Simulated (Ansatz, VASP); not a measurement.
## One calculation of LiNbO3, two programs

File INCAR:

```
ALGO = Normal
EDIFF = 1E-6
ENCUT = 520
GGA = PE
ISIF = 2
ISMEAR = 0
LASPH = T
LCHARG = T
LELF = T
LREAL = F
LVHAR = T
LWAVE = F
NBANDS = 45
NELM = 60
PREC = Accurate
SIGMA = 0.05
```

The input KPOINTS:

```
k-points
0
Gamma
  6 6 6
```

POSCAR

```
LiNbO3
1.0
    2.6115267350      1.5077656635      4.5984740720
   -2.6115267350      1.5077656635      4.5984740720
    0.0000000000     -3.0155313268      4.5984740721
Li Nb O
2 2 6
Direct
    0.2500000000      0.2500000000      0.2500000000
    0.7500000000      0.7500000000      0.7500000000
    0.0000000000      0.0000000000      0.0000000000
    0.5000000000      0.5000000000      0.5000000000
    0.1494812620      0.3505187380      0.7500000000
    0.7500000000      0.1494812620      0.3505187380
    0.3505187380      0.7500000000      0.1494812620
    0.8505187380      0.6494812620      0.2500000000
    0.2500000000      0.8505187380      0.6494812620
    0.6494812620      0.2500000000      0.8505187380
```

Input for Ansatz:

```yaml
crystal:
  lattice:
    - [2.611526735, 1.5077656635, 4.598474072]
    - [-2.611526735, 1.5077656635, 4.598474072]
    - [0.0, -3.0155313268, 4.5984740721]
  atoms:
    - { symbol: Li, position: [0.25, 0.25, 0.25] }
    - { symbol: Li, position: [0.75, 0.75, 0.75] }
    - { symbol: Nb, position: [0.0, 0.0, 0.0] }
    - { symbol: Nb, position: [0.5, 0.5, 0.5] }
    - { symbol: O, position: [0.149481262, 0.350518738, 0.75] }
    - { symbol: O, position: [0.75, 0.149481262, 0.350518738] }
    - { symbol: O, position: [0.350518738, 0.75, 0.149481262] }
    - { symbol: O, position: [0.850518738, 0.649481262, 0.25] }
    - { symbol: O, position: [0.25, 0.850518738, 0.649481262] }
    - { symbol: O, position: [0.649481262, 0.25, 0.850518738] }
basis:
  ecutwfc: 520.0
kpoints:
  mp_grid: { grid: [6, 6, 6] }
hamiltonian:
  xc: pbe
  pseudopotentials: { kind: paw, azcp: { folder: soft_1 } }
scf:
  occupations: { method: gaussian, width: 0.05 }
output:
  forces: true
  stress: true
  eigenvalues: true
```

Alike in both runs: task single point; functional PBE; k mesh 6 × 6 × 6; occupations gaussian, width 0.05 eV; no spin polarisation.

```csv
,VASP,Ansatz
version,VASP 6.6.1,Ansatz 0.2.0
potentials or method,"VASP PAW PBE potentials, release 64 (Li_sv, Nb_sv, O), cutoff 520 eV","scalar-relativistic, plane waves, PAW"
valence electrons in the cell,68,68
```

```csv
,VASP,Ansatz,Ansatz less VASP
gap on the k mesh at the Fermi level (eV),2.48,2.50,+0.022
least direct gap on the mesh (eV),2.59,2.61,+0.021
rms of the force components (eV/Å),0.289,0.297,+0.0079
```

Atom by atom the forces differ by 0.008 eV/Å (rms over components).

Noted on VASP's run: the cutoff is short for stress, so the pressure is rough.
